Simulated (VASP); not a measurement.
# FePb2O4 (Fd-3m) in VASP: single point with PBE

Aim: the single point of FePb2O4 with PBE.

Program: VASP 6.6.1. These are calculated values, not measurements. Logs are shortened: lines on timing, memory, paths and dates and some standing lists are left out, and cuts for length are marked.

### 1 The cell of the first run

It takes space group Fd-3m (No. 227, cubic). The conventional cell has a = 9.565 Å, b = 9.565 Å, c = 9.565 Å, α = 90.00°, β = 90.00°, γ = 90.00°. Within 2.4 Å of Fe (site symmetry -43m) lie 4 O at 1.84 Å. Within 3.4 Å of Pb (site symmetry -3m) lie 6 O at 2.53 Å and 6 Pb at 3.38 Å. Within 2.4 Å of O (site symmetry 3m) lie 1 Fe at 1.84 Å.

### 2 Single point, PBE, collinear spin, ferromagnetic start

File INCAR:

```
PREC = Accurate
ENCUT = 520
EDIFF = 1E-6
ISMEAR = 0
SIGMA = 0.15
LREAL = F
LASPH = T
NELM = 150
ALGO = Normal
ISIF = 2
LWAVE = F
LCHARG = F
ISPIN = 2
MAGMOM = 4 4 0 0 0 0 0 0 0 0 0 0 0 0
LORBIT = 11
LMAXMIX = 4
GGA = PE
NBANDS = 77
```

File KPOINTS:

```
regular mesh
0
Gamma
  2 2 2
```

File POSCAR:

```
FePb2O4
1.0
    0.0000000000      4.7825195925      4.7825195925
    4.7825195925      0.0000000000      4.7825195925
    4.7825195925      4.7825195925      0.0000000000
Fe Pb O
2 4 8
Direct
    0.5000000000      0.5000000000      0.5000000000
    0.7500000000      0.7500000000      0.7500000000
    0.1250000000      0.1250000000      0.6250000000
    0.1250000000      0.1250000000      0.1250000000
    0.1250000000      0.6250000000      0.1250000000
    0.6250000000      0.1250000000      0.1250000000
    0.8330189442      0.3889936853      0.3889936853
    0.3889936853      0.3889936853      0.8330189442
    0.3889936853      0.8330189442      0.3889936853
    0.3889936853      0.3889936853      0.3889936853
    0.8610063147      0.8610063147      0.4169810558
    0.8610063147      0.4169810558      0.8610063147
    0.4169810558      0.8610063147      0.8610063147
    0.8610063147      0.8610063147      0.8610063147
```

Potentials or basis: VASP PAW PBE potentials, release 64 (Fe, Pb_d, O).

On the command line:

```bash
cat potpaw_PBE.64/Fe/POTCAR potpaw_PBE.64/Pb_d/POTCAR potpaw_PBE.64/O/POTCAR > POTCAR
mpirun -np 1 vasp_std > vasp.out
```

OUTCAR:

```text
PREC = Accurate
   ENCUT = 520
   EDIFF = 1E-6
   ISMEAR = 0
   LREAL = F
   LASPH = T
   NELM = 150
   ISIF = 2
   ISPIN = 2
   LORBIT = 11
   GGA = PE

 ion  position               nearest neighbor table
   1  0.500  0.500  0.500-  10 1.84   8 1.84   9 1.84   7 1.84
   2  0.750  0.750  0.750-  14 1.84  12 1.84  13 1.84  11 1.84
   3  0.125  0.125  0.625-   7 2.53   9 2.53  12 2.53  13 2.53  10 2.53  14 2.53   4 3.38   4 3.38
                             5 3.38   6 3.38   5 3.38   6 3.38
   4  0.125  0.125  0.125-   7 2.53   8 2.53   9 2.53  11 2.53  12 2.53  13 2.53   3 3.38   5 3.38
                             6 3.38   3 3.38   5 3.38   6 3.38
   5  0.125  0.625  0.125-   7 2.53   8 2.53  11 2.53  13 2.53  10 2.53  14 2.53   4 3.38   3 3.38
                             3 3.38   4 3.38   6 3.38   6 3.38
   6  0.625  0.125  0.125-   8 2.53   9 2.53  11 2.53  12 2.53  10 2.53  14 2.53   4 3.38   3 3.38
                             5 3.38   3 3.38   4 3.38   5 3.38
   7  0.833  0.389  0.389-   1 1.84   3 2.53   5 2.53   4 2.53
   8  0.389  0.389  0.833-   1 1.84   5 2.53   6 2.53   4 2.53
   9  0.389  0.833  0.389-   1 1.84   3 2.53   6 2.53   4 2.53
  10  0.389  0.389  0.389-   1 1.84   3 2.53   5 2.53   6 2.53
  11  0.861  0.861  0.417-   2 1.84   5 2.53   6 2.53   4 2.53
  12  0.861  0.417  0.861-   2 1.84   3 2.53   6 2.53   4 2.53
  13  0.417  0.861  0.861-   2 1.84   3 2.53   5 2.53   4 2.53
  14  0.861  0.861  0.861-   2 1.84   3 2.53   5 2.53   6 2.53

  LATTYP: Found a face centered cubic cell.
 ALAT       =     9.5650391850

  Lattice vectors:

 A1 = (   0.0000000000,   4.7825195925,   4.7825195925)
 A2 = (   4.7825195925,   0.0000000000,   4.7825195925)
 A3 = (   4.7825195925,   4.7825195925,   0.0000000000)

Analysis of symmetry for initial positions (statically):
=====================================================================
 Subroutine PRICEL returns:
 Original cell was already a primitive cell.

 Routine SETGRP: Setting up the symmetry group for a
 face centered cubic supercell.

 Subroutine GETGRP returns: Found 48 space group operations
 (whereof 24 operations were pure point group operations)
 out of a pool of 48 trial point group operations.

The static configuration has the point symmetry T_d .
 The point group associated with its full space group is O_h .

Analysis of symmetry for dynamics (positions and initial velocities):
=====================================================================
 Subroutine PRICEL returns:
 Original cell was already a primitive cell.

 Routine SETGRP: Setting up the symmetry group for a
 face centered cubic supercell.

 Subroutine GETGRP returns: Found 48 space group operations
 (whereof 24 operations were pure point group operations)
 out of a pool of 48 trial point group operations.

The dynamic configuration has the point symmetry T_d .
 The point group associated with its full space group is O_h .

Analysis of structural, dynamic, and magnetic symmetry:
=====================================================================
 Subroutine PRICEL returns:
 Original cell was already a primitive cell.

 Routine SETGRP: Setting up the symmetry group for a
 face centered cubic supercell.

 Subroutine GETGRP returns: Found 48 space group operations
 (whereof 24 operations were pure point group operations)
 out of a pool of 48 trial point group operations.

The overall configuration has the point symmetry T_d .
 The point group associated with its full space group is O_h .

 Subroutine INISYM returns: Found 48 space group operations
 (whereof 24 operations are pure point group operations),
 and found     1 'primitive' translations

----------------------------------------------------------------------------------------

                                     Primitive cell

  volume of cell :     218.7763

  direct lattice vectors                    reciprocal lattice vectors
     0.000000000  4.782519592  4.782519592    -0.104547402  0.104547402  0.104547402
     4.782519592  0.000000000  4.782519592     0.104547402 -0.104547402  0.104547402
     4.782519592  4.782519592  0.000000000     0.104547402  0.104547402 -0.104547402

  length of vectors
     6.763504070  6.763504070  6.763504070     0.181081413  0.181081413  0.181081413

  position of ions in fractional coordinates (direct lattice)
     0.500000000  0.500000000  0.500000000
     0.750000000  0.750000000  0.750000000
     0.125000000  0.125000000  0.625000000
     0.125000000  0.125000000  0.125000000
     0.125000000  0.625000000  0.125000000
     0.625000000  0.125000000  0.125000000
     0.833018944  0.388993685  0.388993685
     0.388993685  0.388993685  0.833018944
     0.388993685  0.833018944  0.388993685
     0.388993685  0.388993685  0.388993685
     0.861006315  0.861006315  0.416981056
     0.861006315  0.416981056  0.861006315
     0.416981056  0.861006315  0.861006315
[... 51 lines left out ...]
   number of dos      NEDOS =    301   number of ions     NIONS =     14
   total plane-waves  NPLWV = 125000
   dimension x,y,z NGX =    50 NGY =   50 NGZ =   50
   dimension x,y,z NGXF=   100 NGYF=  100 NGZF=  100
   ions per type =               2   4   8
   NGX,Y,Z   is equivalent  to a cutoff of  12.29, 12.29, 12.29 a.u.
   NGXF,Y,Z  is equivalent  to a cutoff of  24.58, 24.58, 24.58 a.u.
 SYSTEM =  unknown system
   PREC   = accura    normal or accurate (medium, high low for compatibility)
   ISTART =      0    job   : 0-new  1-cont  2-samecut
   ICHARG =      2    charge: 1-file 2-atom 10-const
   ISPIN  =      2    spin polarized calculation?
   LNONCOLLINEAR =      F non collinear calculations
   LSORBIT =      F    spin-orbit coupling
   LASPH  =      T    aspherical Exc in radial PAW
   ENCUT  =  520.0 eV  38.22 Ry    6.18 a.u.  12.58 12.58 12.58*2*pi/ulx,y,z
   NELM   =    150;   NELMIN=  2; NELMDL= -5     # of ELM steps
   EDIFF  = 0.1E-05   stopping-criterion for ELM
   LREAL  =      F    real-space projection
   EDIFFG = 0.1E-04   stopping-criterion for IOM
   NSW    =      0    number of steps for IOM
   IBRION =     -1    ionic relax: 0-MD 1-quasi-New 2-CG
   NFREE  =      0    steps in history (QN), initial steepest desc. (CG)
   ISIF   =      2    stress and relaxation
   ISYM   =      2    0-nonsym 1-usesym 2-fastsym
   POTIM  = 0.5000    time-step for ionic-motion
   TEBEG  =    0.0;   TEEND  =   0.0 temperature during run
   PSTRESS=    0.0 pullay stress
   NELECT =     120.0000    total number of electrons
   NUPDOWN=      -1.0000    fix difference up-down
   EMIN   =  10.00;   EMAX   =-10.00  energy-range for DOS
   EFERMI =   0.00;   METHOD = LEGACY
   ISMEAR =     0;   SIGMA  =   0.15  broadening in eV -4-tet -1-fermi 0-gaus
   EFERMI_NEDOS =   21; number of points for ismear=-14 and -15
   IALGO  =     38    algorithm
   IMIX   =      4    mixing-type and parameters
     AMIX     =   0.40;   BMIX     =  1.00
     AMIX_MAG =   1.60;   BMIX_MAG =  1.00
  volume/ion in A,a.u.               =      15.63       105.46
  Fermi-wavevector in a.u.,A,eV,Ry     =   1.340094  2.532410 24.434037  1.795851
  Thomas-Fermi vector in A             =   2.468434
   LORBIT       =     11    0 simple, 1 ext, 2 COOP (PROOUT), +10 PAW based schemes
   GGA     = PE    functional components
   LHFCALC =     F    Hartree Fock is set to
   AEXX    =    0.0000 exact exchange contribution
   IVDW    =     0    specifies the selected vdW correction
   LEPSILON=     F    determine dielectric tensor
   LRPA    =     F    only Hartree local field effects (RPA)
 spin polarized calculation
 Gauss-broadening in eV      SIGMA  =   0.15
  energy-cutoff  :      520.00
  volume of cell :      218.78
 maximum number of plane-waves:      5961
   NGX = 25   NGY = 25   NGZ = 25

 number of electron     120.0000046 magnetization       7.4899857

 Free energy of the ion-electron system (eV)
  ---------------------------------------------------
  ext. energy  EPLUGINS =         0.00000000
  ---------------------------------------------------
  free energy    TOTEN  =       -84.02432001 eV

  energy without entropy =      -83.95170077  energy(sigma->0) =      -83.98801039

 E-fermi :   4.6799     XC(G=0): -10.3233

 val. band max:        4.6780344137   @ k =   0.5000   0.0000   0.0000
 cond. band min:       4.6979883933   @ k =   0.0000   0.0000   0.0000
 fundamental gap:      0.0199539797
 Fermi energy:         4.6798505791

 spin component 1

 k-point     1 :       0.0000    0.0000    0.0000
  band No.  band energies     occupation
      1     -13.6267      1.00000
      2     -13.3941      1.00000
      3     -13.3941      1.00000
      4     -13.3941      1.00000
      5     -13.0159      1.00000
      6     -12.9058      1.00000
[... 214 lines left out ...]
     71       9.3538      0.00000
     72       9.3538      0.00000
 Fermi energy:         4.6798505791

 spin component 2

 k-point     1 :       0.0000    0.0000    0.0000
  band No.  band energies     occupation
      1     -13.4813      1.00000
      2     -13.2839      1.00000
      3     -13.2839      1.00000
      4     -13.2839      1.00000
      5     -12.8613      1.00000
      6     -12.7483      1.00000
[... 214 lines left out ...]
     71       9.4336      0.00000
     72       9.4336      0.00000
 [bands above 72 left out]

------------------------ aborting loop because EDIFF is reached ----------------------------------------

  FORCE on cell =-STRESS in cart. coord.  units (eV):
  Direction    XX          YY          ZZ          XY          YZ          ZX
  --------------------------------------------------------------------------------------
  -------------------------------------------------------------------------------------
  Total        1.0003726      1.0003726      1.0003726     -0.0000000      0.0000000      0.0000000
  in kB        7.3260876      7.3260876      7.3260876     -0.0000000      0.0000000      0.0000000
  external PRESSURE =       7.3260876 kB  Pullay stress =       0.0000000 kB

 VOLUME and BASIS-vectors are now :
 -----------------------------------------------------------------------------
  energy-cutoff  :      520.00
  volume of cell :      218.78
      direct lattice vectors                 reciprocal lattice vectors
     0.000000000  4.782519592  4.782519592    -0.104547402  0.104547402  0.104547402
     4.782519592  0.000000000  4.782519592     0.104547402 -0.104547402  0.104547402
     4.782519592  4.782519592  0.000000000     0.104547402  0.104547402 -0.104547402

 POSITION                                       TOTAL-FORCE (eV/Angst)
 -----------------------------------------------------------------------------------
      4.78252      4.78252      4.78252        -0.000000     -0.000000     -0.000000
      7.17378      7.17378      7.17378        -0.000000     -0.000000     -0.000000
      3.58689      3.58689      1.19563        -0.000000     -0.000000     -0.000000
      1.19563      1.19563      1.19563        -0.000000     -0.000000     -0.000000
      3.58689      1.19563      3.58689        -0.000000     -0.000000     -0.000000
      1.19563      3.58689      3.58689        -0.000000     -0.000000     -0.000000
      3.72074      5.84430      5.84430        -0.021703      0.021703      0.021703
      5.84430      5.84430      3.72074         0.021703      0.021703     -0.021703
      5.84430      3.72074      5.84430         0.021703     -0.021703      0.021703
      3.72074      3.72074      3.72074        -0.021703     -0.021703     -0.021703
      6.11200      6.11200      8.23556        -0.021703     -0.021703      0.021703
      6.11200      8.23556      6.11200        -0.021703      0.021703     -0.021703
      8.23556      6.11200      6.11200         0.021703     -0.021703     -0.021703
      8.23556      8.23556      8.23556         0.021703      0.021703      0.021703
 -----------------------------------------------------------------------------------
    total drift:                                0.000000      0.000000      0.000000

  FREE ENERGIE OF THE ION-ELECTRON SYSTEM (eV)
  ---------------------------------------------------
  free  energy   TOTEN  =       -84.0243200082 eV

  energy  without entropy=      -83.9517007714  energy(sigma->0) =      -83.98801039

 total charge

# of ion       s       p       d       tot
------------------------------------------
    1        0.444   0.628   6.048   7.120
    2        0.444   0.628   6.048   7.120
    3        1.448   0.492   9.877  11.817
    4        1.448   0.492   9.877  11.817
    5        1.448   0.492   9.877  11.817
    6        1.448   0.492   9.877  11.817
    7        1.583   3.343   0.000   4.926
    8        1.583   3.343   0.000   4.926
    9        1.583   3.343   0.000   4.926
   10        1.583   3.343   0.000   4.926
   11        1.583   3.343   0.000   4.926
   12        1.583   3.343   0.000   4.926
   13        1.583   3.343   0.000   4.926
   14        1.583   3.343   0.000   4.926
--------------------------------------------------
tot         19.341  29.968  51.606 100.916

 magnetization (x)

# of ion       s       p       d       tot
------------------------------------------
    1        0.014   0.048   3.105   3.167
    2        0.014   0.048   3.105   3.167
    3       -0.030   0.038   0.006   0.013
    4       -0.030   0.038   0.006   0.013
    5       -0.030   0.038   0.006   0.013
    6       -0.030   0.038   0.006   0.013
    7        0.006   0.063   0.000   0.068
    8        0.006   0.063   0.000   0.068
    9        0.006   0.063   0.000   0.068
   10        0.006   0.063   0.000   0.068
   11        0.006   0.063   0.000   0.068
   12        0.006   0.063   0.000   0.068
   13        0.006   0.063   0.000   0.068
   14        0.006   0.063   0.000   0.068
--------------------------------------------------
tot         -0.049   0.749   6.234   6.934
```

It took 10 min on 1 thread of Intel Xeon 8259CL, shared host; peak memory 0.48 GiB.

What came out:

| Quantity | Value |
| --- | --- |
| Free energy | -84.0243 eV |
| Pressure | 0.7 GPa |
| Largest force | 0.038 eV/Å |
| Net moment | 7.49 μB per cell |
| Site moments | Fe +3.17; Pb +0.01; O +0.07 μB |
| Valence electrons inside the program's atomic spheres | Fe 7.12; Pb 11.82; O 4.93 |

Forces in eV/Å, atoms in the order of the input:
```
Fe   0.000  0.000  0.000
Fe   0.000  0.000  0.000
Pb   0.000  0.000  0.000
Pb   0.000  0.000  0.000
Pb   0.000  0.000  0.000
Pb   0.000  0.000  0.000
O   -0.022  0.022  0.022
O    0.022  0.022 -0.022
O    0.022 -0.022  0.022
O   -0.022 -0.022 -0.022
O   -0.022 -0.022  0.022
O   -0.022  0.022 -0.022
O    0.022 -0.022 -0.022
O    0.022  0.022  0.022
```

Caveat: the k points lie up to 0.57 Å⁻¹ apart; spin-orbit coupling is left out, which moves the levels of the heavy elements; semilocal functionals often make such compounds metallic where correlation or magnetic order opens a gap, which also shifts bond lengths; the run started ferromagnetic, and an antiferromagnetic order may lie lower in energy. With open d or f shells a metallic result of PBE can be an artefact of self-interaction; +U or a hybrid may open a gap.
